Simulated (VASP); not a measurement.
Crystal: HfSiO4.

```
Hf Si O
1.0
    -3.28625    3.28625    2.98160
     3.28625   -3.28625    2.98160
     3.28625    3.28625   -2.98160
Hf Si O
2 2 8
Direct
  0.00000 0.00000 0.00000
  0.75000 0.25000 0.50000
  0.50000 0.50000 0.00000
  0.25000 0.75000 0.50000
  0.68020 0.49570 0.81550
  0.24570 0.93020 0.31550
  0.68020 0.86470 0.18450
  0.61470 0.93020 0.68450
  0.06980 0.38530 0.31550
  0.50430 0.31980 0.18450
  0.06980 0.75430 0.68450
  0.13530 0.31980 0.81550
```

Base run:

| Property | Result |
| --- | --- |
| Program | VASP 6.6.1 |
| Functional | BLYP |
| Potentials or basis | VASP PAW PBE potentials, release 64 (Hf_pv, Si, O) |
| Cutoff | 520 eV |
| k mesh | 6 × 6 × 6 |
| Occupations | fermi-dirac, width 0.05 eV |
| Spin | no spin polarisation |

Its results: band gap on the k mesh 5.44 eV (least direct gap 5.78 eV); pressure 11.2 GPa; largest force 0.389 eV/Å.

**Question.** The run is repeated on the same cell with these changes: functional from BLYP to RPBE. What comes out?

**Answer.** Band gap on the k mesh 5.48 eV (least direct gap 5.83 eV); pressure 10.3 GPa; largest force 0.515 eV/Å.

Caveats: the cell stands under pressure; the PAW data sets were made with another functional, which shifts forces and pressure a little; spin-orbit coupling is left out, which moves the levels of the heavy elements.

A k mesh can miss the band edges.
